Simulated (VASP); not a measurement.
# Ta2Bi2O (P6mm) in VASP: relaxation of cell and atoms with PBE

Aim: the relaxation of cell and atoms of Ta2Bi2O with PBE.

Program: VASP 6.6.1. These are calculated values, not measurements. Logs are shortened: lines on timing, memory, paths and dates and some standing lists are left out, and cuts for length are marked.

## Step 1: The cell of the first run

It takes space group P6mm (No. 183, hexagonal). The conventional cell has a = 4.231 Å, b = 4.231 Å, c = 7.700 Å, α = 90.00°, β = 90.00°, γ = 120.00°. Ta (site symmetry 6mm) has 1 Ta at 2.18 Å and 1 O at 2.77 Å within 2.9 Å. Ta (site symmetry 6mm) has 1 Ta at 2.18 Å and 1 O at 2.75 Å within 2.9 Å. Bi (site symmetry 3m) has 3 Bi at 2.44 Å and 3 O at 2.50 Å and 3 Ta at 3.30 Å within 3.4 Å. Within 3.3 Å of O (site symmetry 6mm) lie 6 Bi at 2.50 Å and 2 Ta at 2.75 to 2.77 Å.

The cell was built from a structure type or drawn by symmetry, and may not be a known phase.

## Step 2: Relaxation of cell and atoms, PBE

INCAR reads:

```
SYSTEM = Ta2Bi2O
PREC = Accurate
ENCUT = 600
EDIFF = 1E-6
ISMEAR = 0
SIGMA = 0.1
LREAL = .False.
LASPH = .True.
NELM = 80
ALGO = Normal
ISIF = 3
LWAVE = .False.
LCHARG = .False.
GGA = PE
IBRION = 2
NSW = 90
EDIFFG = -0.04
```

KPOINTS reads:

```
Automatic mesh
0
Gamma
  6 6 2
  0 0 0
```

POSCAR reads:

```
Ta2Bi2O
1.0
    4.2311517000      0.0000000000      0.0000000000
   -2.1155758500      3.6642848600      0.0000000000
    0.0000000000      0.0000000000      7.6999560300
Ta Bi O
2 2 1
Direct
    0.0000000000      0.0000000000      0.3595722300
    0.0000000000      0.0000000000      0.0762660300
    0.3333333300      0.6666666700      0.7877436000
    0.6666666700      0.3333333300      0.7877436000
    0.0000000000      0.0000000000      0.7187254700
```

Potentials or basis: VASP PAW PBE potentials, release 64 (Ta_pv, Bi_d, O).

On the command line:

```sh
> cat potpaw_PBE.64/Ta_pv/POTCAR potpaw_PBE.64/Bi_d/POTCAR potpaw_PBE.64/O/POTCAR > POTCAR
> mpirun -np 1 vasp_std > vasp.out
```

OUTCAR:

```text
SYSTEM = Ta2Bi2O
   PREC = Accurate
   ENCUT = 600
   EDIFF = 1E-6
   ISMEAR = 0
   LREAL = .False.
   LASPH = .True.
   NELM = 80
   ISIF = 3
   GGA = PE
   IBRION = 2
   NSW = 90
   EDIFFG = -0.04

 ion  position               nearest neighbor table
   1  0.000  0.000  0.360-   2 2.18   5 2.77
   2  0.000  0.000  0.076-   1 2.18   5 2.75   4 3.30   3 3.30   4 3.30   3 3.30   4 3.30   3 3.30

   3  0.333  0.667  0.788-   4 2.44   4 2.44   4 2.44   5 2.50   5 2.50   5 2.50   2 3.30   2 3.30
                             2 3.30
   4  0.667  0.333  0.788-   3 2.44   3 2.44   3 2.44   5 2.50   5 2.50   5 2.50   2 3.30   2 3.30
                             2 3.30
   5  0.000  0.000  0.719-   3 2.50   4 2.50   4 2.50   3 2.50   4 2.50   3 2.50   2 2.75   1 2.77

  LATTYP: Found a hexagonal cell.
 ALAT       =     4.2311517000
 C/A-ratio  =     1.8198250916

  Lattice vectors:

 A1 = (   4.2311517000,   0.0000000000,   0.0000000000)
 A2 = (  -2.1155758500,   3.6642848600,   0.0000000000)
 A3 = (   0.0000000000,   0.0000000000,   7.6999560300)

Analysis of symmetry for initial positions (statically):
=====================================================================
 Subroutine PRICEL returns:
 Original cell was already a primitive cell.

 Routine SETGRP: Setting up the symmetry group for a
 hexagonal supercell.

 Subroutine GETGRP returns: Found 12 space group operations
 (whereof 12 operations were pure point group operations)
 out of a pool of 24 trial point group operations.

The static configuration has the point symmetry C_6v.

Analysis of symmetry for dynamics (positions and initial velocities):
=====================================================================
 Subroutine PRICEL returns:
 Original cell was already a primitive cell.

 Routine SETGRP: Setting up the symmetry group for a
 hexagonal supercell.

 Subroutine GETGRP returns: Found 12 space group operations
 (whereof 12 operations were pure point group operations)
 out of a pool of 24 trial point group operations.

The dynamic configuration has the point symmetry C_6v.

 Subroutine INISYM returns: Found 12 space group operations
 (whereof 12 operations are pure point group operations),
 and found     1 'primitive' translations

----------------------------------------------------------------------------------------

                                     Primitive cell

  volume of cell :     119.3812

  direct lattice vectors                    reciprocal lattice vectors
     4.231151700  0.000000000  0.000000000     0.236342271  0.136452274  0.000000000
    -2.115575850  3.664284860  0.000000000     0.000000000  0.272904547  0.000000000
     0.000000000  0.000000000  7.699956030     0.000000000  0.000000000  0.129870871

  length of vectors
     4.231151700  4.231151700  7.699956030     0.272904547  0.272904547  0.129870871

  position of ions in fractional coordinates (direct lattice)
     0.000000000  0.000000000  0.359572230
     0.000000000  0.000000000  0.076266030
     0.333333330  0.666666670  0.787743600
     0.666666670  0.333333330  0.787743600
     0.000000000  0.000000000  0.718725470

  ion indices of the primitive-cell ions
   primitive index   ion index
                 1           1
                 2           2
                 3           3
                 4           4
                 5           5

----------------------------------------------------------------------------------------

 KPOINTS: Automatic mesh

Automatic generation of k-mesh.
 Grid dimensions read from file:
 generate k-points for:    6    6    2

 Generating k-lattice:

  Cartesian coordinates                     Fractional coordinates (reciprocal lattice)
     0.039390378  0.022742046  0.000000000     0.166666667  0.000000000  0.000000000
     0.000000000  0.045484091  0.000000000     0.000000000  0.166666667  0.000000000
     0.000000000  0.000000000  0.064935436     0.000000000  0.000000000  0.500000000

  Length of vectors
     0.045484091  0.045484091  0.064935436

  Shift w.r.t. Gamma in fractional coordinates (k-lattice)
     0.000000000  0.000000000  0.000000000

 Subroutine IBZKPT returns following result:
 ===========================================

 Found     14 irreducible k-points:

 Following reciprocal coordinates:
            Coordinates               Weight
  0.000000  0.000000  0.000000      1.000000
  0.166667  0.000000  0.000000      6.000000
  0.333333 -0.000000  0.000000      6.000000
  0.500000 -0.000000  0.000000      3.000000
  0.166667  0.166667  0.000000      6.000000
  0.333333  0.166667  0.000000     12.000000
  0.333333  0.333333  0.000000      2.000000
  0.000000  0.000000  0.500000      1.000000
  0.166667  0.000000  0.500000      6.000000
  0.333333 -0.000000  0.500000      6.000000
  0.500000 -0.000000  0.500000      3.000000
  0.166667  0.166667  0.500000      6.000000
  0.333333  0.166667  0.500000     12.000000
  0.333333  0.333333  0.500000      2.000000
   k-points           NKPTS =     14   k-points in BZ     NKDIM =     14   number of bands    NBANDS=     34
   number of dos      NEDOS =    301   number of ions     NIONS =      5
   total plane-waves  NPLWV =  82944
   dimension x,y,z NGX =    36 NGY =   36 NGZ =   64
   dimension x,y,z NGXF=    72 NGYF=   72 NGZF=  128
   ions per type =               2   2   1
   NGX,Y,Z   is equivalent  to a cutoff of  14.14, 14.14, 13.82 a.u.
   NGXF,Y,Z  is equivalent  to a cutoff of  28.29, 28.29, 27.64 a.u.
 SYSTEM =  Ta2Bi2O
   PREC   = accura    normal or accurate (medium, high low for compatibility)
   ISTART =      0    job   : 0-new  1-cont  2-samecut
   ICHARG =      2    charge: 1-file 2-atom 10-const
   ISPIN  =      1    spin polarized calculation?
   LNONCOLLINEAR =      F non collinear calculations
   LSORBIT =      F    spin-orbit coupling
   LASPH  =      T    aspherical Exc in radial PAW
   ENCUT  =  600.0 eV  44.10 Ry    6.64 a.u.   8.45  8.45 15.38*2*pi/ulx,y,z
   NELM   =     80;   NELMIN=  2; NELMDL= -5     # of ELM steps
   EDIFF  = 0.1E-05   stopping-criterion for ELM
   LREAL  =      F    real-space projection
   EDIFFG = -.4E-01   stopping-criterion for IOM
   NSW    =     90    number of steps for IOM
   IBRION =      2    ionic relax: 0-MD 1-quasi-New 2-CG
   NFREE  =      1    steps in history (QN), initial steepest desc. (CG)
   ISIF   =      3    stress and relaxation
   ISYM   =      2    0-nonsym 1-usesym 2-fastsym
   POTIM  = 0.5000    time-step for ionic-motion
   TEBEG  =    0.0;   TEEND  =   0.0 temperature during run
   PSTRESS=    0.0 pullay stress
   NELECT =      58.0000    total number of electrons
   NUPDOWN=      -1.0000    fix difference up-down
   EMIN   =  10.00;   EMAX   =-10.00  energy-range for DOS
   EFERMI =   0.00;   METHOD = LEGACY
   ISMEAR =     0;   SIGMA  =   0.10  broadening in eV -4-tet -1-fermi 0-gaus
   EFERMI_NEDOS =   21; number of points for ismear=-14 and -15
   IALGO  =     38    algorithm
   IMIX   =      4    mixing-type and parameters
     AMIX     =   0.40;   BMIX     =  1.00
     AMIX_MAG =   1.60;   BMIX_MAG =  1.00
  volume/ion in A,a.u.               =      23.88       161.12
  Fermi-wavevector in a.u.,A,eV,Ry     =   1.286981  2.432041 22.535603  1.656320
  Thomas-Fermi vector in A             =   2.419023
   LORBIT       =      0    0 simple, 1 ext, 2 COOP (PROOUT), +10 PAW based schemes
   GGA     = PE    functional components
   LHFCALC =     F    Hartree Fock is set to
   AEXX    =    0.0000 exact exchange contribution
   IVDW    =     0    specifies the selected vdW correction
   LEPSILON=     F    determine dielectric tensor
   LRPA    =     F    only Hartree local field effects (RPA)
 conjugate gradient relaxation of ions
 non-spin polarized calculation
 Gauss-broadening in eV      SIGMA  =   0.10
  energy-cutoff  :      600.00
  volume of cell :      119.38
 maximum number of plane-waves:      4014
 NGX is ok and might be reduce to    36
   NGX = 17   NGY = 17   NGZ = 31

--------------------------------------- Ionic step        1  -------------------------------------------

 number of electron      58.0000010 magnetization

 Free energy of the ion-electron system (eV)
  ---------------------------------------------------
  ext. energy  EPLUGINS =         0.00000000
  ---------------------------------------------------
  free energy    TOTEN  =       -22.36877518 eV

  energy without entropy =      -22.32368711  energy(sigma->0) =      -22.34623115

 E-fermi :   5.9502     XC(G=0): -10.3370

 val. band max:        5.9379901955   @ k =   0.3333   0.1667   0.5000
 cond. band min:       5.9695081028   @ k =   0.1667   0.1667   0.0000
 fundamental gap:      0.0315179073
 Fermi energy:         5.9502061360

 k-point     1 :       0.0000    0.0000    0.0000
  band No.  band energies     occupation
      1     -30.1799      2.00000
      2     -29.0186      2.00000
      3     -29.0186      2.00000
      4     -28.5461      2.00000
      5     -28.5461      2.00000
      6     -27.0505      2.00000
[... 617 lines left out ...]
  FREE ENERGIE OF THE ION-ELECTRON SYSTEM (eV)
  ---------------------------------------------------
  free  energy   TOTEN  =       -27.3924382296 eV

  energy  without entropy=      -27.3607592811  energy(sigma->0) =      -27.37659876

[... ionic steps 4 to 60 ...]

--------------------------------------- Ionic step       61  -------------------------------------------

 number of electron      58.0000016 magnetization

------------------------ aborting loop because EDIFF is reached ----------------------------------------

  FORCE on cell =-STRESS in cart. coord.  units (eV):
  Direction    XX          YY          ZZ          XY          YZ          ZX
  --------------------------------------------------------------------------------------
  -------------------------------------------------------------------------------------
  Total        0.0103523      0.0103523      0.0057238     -0.0000000     -0.0000000     -0.0000000
  in kB        0.1082027      0.1082027      0.0598255     -0.0000000     -0.0000000     -0.0000000
  external PRESSURE =       0.0920769 kB  Pullay stress =       0.0000000 kB
[... 63 lines left out ...]
  energy  without entropy=      -34.6180200033  energy(sigma->0) =      -34.63046207

--------------------------------------- Ionic step       63  -------------------------------------------

 number of electron      58.0000015 magnetization

 Free energy of the ion-electron system (eV)
  ---------------------------------------------------
  ext. energy  EPLUGINS =         0.00000000
  ---------------------------------------------------
  free energy    TOTEN  =       -34.64299094 eV

  energy without entropy =      -34.61816773  energy(sigma->0) =      -34.63057933

 E-fermi :   4.0052     XC(G=0):  -8.8485

 val. band max:        3.9871944679   @ k =   0.0000   0.0000   0.5000
 cond. band min:       4.0173656236   @ k =   0.5000  -0.0000   0.0000
 fundamental gap:      0.0301711558
 Fermi energy:         4.0052203294

 k-point     1 :       0.0000    0.0000    0.0000
  band No.  band energies     occupation
      1     -31.8936      2.00000
      2     -31.4696      2.00000
      3     -31.4696      2.00000
      4     -31.3664      2.00000
      5     -31.3664      2.00000
      6     -31.0086      2.00000
[... 539 lines left out ...]
  FREE ENERGIE OF THE ION-ELECTRON SYSTEM (eV)
  ---------------------------------------------------
  free  energy   TOTEN  =       -34.6429909368 eV

  energy  without entropy=      -34.6181677308  energy(sigma->0) =      -34.63057933

 reached required accuracy - stopping structural energy minimisation
```

Run time: 28 min. Hardware: 1 thread of Intel Xeon 6975P-C (Granite Rapids), shared host; peak memory 0.33 GiB.

What came out:

```yaml
Free_energy: -34.6430 eV
Relaxed_volume: 30.67 Å³/atom
Relaxed_cell: a = 5.240 Å, b = 5.240 Å, c = 6.448 Å, α = 90.00°, β = 90.00°, γ = 120.00°
Space_group_after_relaxing_to_0.1_Å: P6/mmm (No. 191)
Energy_gained_by_relaxing: 2454.8 meV/atom
Ionic_steps: 63
Pressure_after_relaxing: 0.0 GPa
Largest_force_after_relaxing: 0.031 eV/Å
Band_gap_on_the_k_mesh: zero (bands 29 and 30 overlap by 0.17 eV)
```

Forces on the atoms (eV/Å):
```
Ta   0.000  0.000  0.013
Ta   0.000  0.000 -0.010
Bi   0.000  0.000  0.014
Bi   0.000  0.000  0.014
O    0.000  0.000 -0.031
```

Step by step:
```csv
step,energy change (eV),largest force (eV/Å),pressure (GPa),volume (Å³)
1,0.0000,4.5152,31.34,119.38
3,-5.0237,0.2724,-4.16,167.69
5,-6.9849,5.9605,-0.74,152.31
7,-7.1183,7.0433,0.12,150.20
9,-7.1507,8.2447,1.58,148.83
11,-7.6152,6.7431,7.55,144.24
13,-8.1319,3.5122,2.88,147.09
15,-8.3782,0.8183,1.70,151.53
17,-8.4415,1.6627,2.51,155.39
19,-8.5673,0.5877,-0.56,159.55
21,-8.5754,0.4266,-0.40,159.09
23,-8.6026,0.7935,0.38,156.32
25,-8.6223,0.7156,0.56,155.76
27,-8.6804,0.4685,1.54,153.24
29,-8.8534,0.6751,0.95,156.70
31,-9.1173,6.3392,-0.51,172.64
33,-9.1865,4.4276,-0.37,168.54
35,-9.2369,4.5295,-0.69,169.89
37,-9.3998,4.9257,-2.01,176.03
39,-9.6189,3.7662,-4.68,186.30
41,-10.0386,1.3043,-7.86,194.81
43,-11.3984,1.1170,-4.93,172.84
45,-12.0061,2.2176,0.43,153.41
47,-12.1266,1.6360,1.14,150.69
49,-12.2166,0.7873,0.65,151.64
51,-12.2437,0.4182,-0.29,154.07
53,-12.2542,0.2834,-0.19,153.84
55,-12.2653,0.1997,0.15,153.14
57,-12.2730,0.0944,-0.07,153.44
59,-12.2738,0.0912,0.02,153.28
61,-12.2741,0.0414,0.01,153.29
63,-12.2742,0.0306,0.01,153.34
```

Final structure:
```yaml
crystal:
  lattice:
    - [5.24017, 0.00000, 0.00000]
    - [-2.62009, 4.53812, 0.00000]
    - [0.00000, 0.00000, 6.44832]
  atoms:
    - { symbol: Ta, position: [0.00000, 0.00000, 0.24973] }
    - { symbol: Ta, position: [0.00000, 0.00000, 0.84331] }
    - { symbol: Bi, position: [0.33333, 0.66667, 0.04518] }
    - { symbol: Bi, position: [0.66667, 0.33333, 0.04518] }
    - { symbol: O, position: [0.00000, 0.00000, 0.54664] }
```

Caveat: the k points lie up to 0.49 Å⁻¹ apart in the final cell; the volume moved by over 15 % at a fixed basis, so the end points are rough; spin-orbit coupling is left out, which moves the levels of the heavy elements.
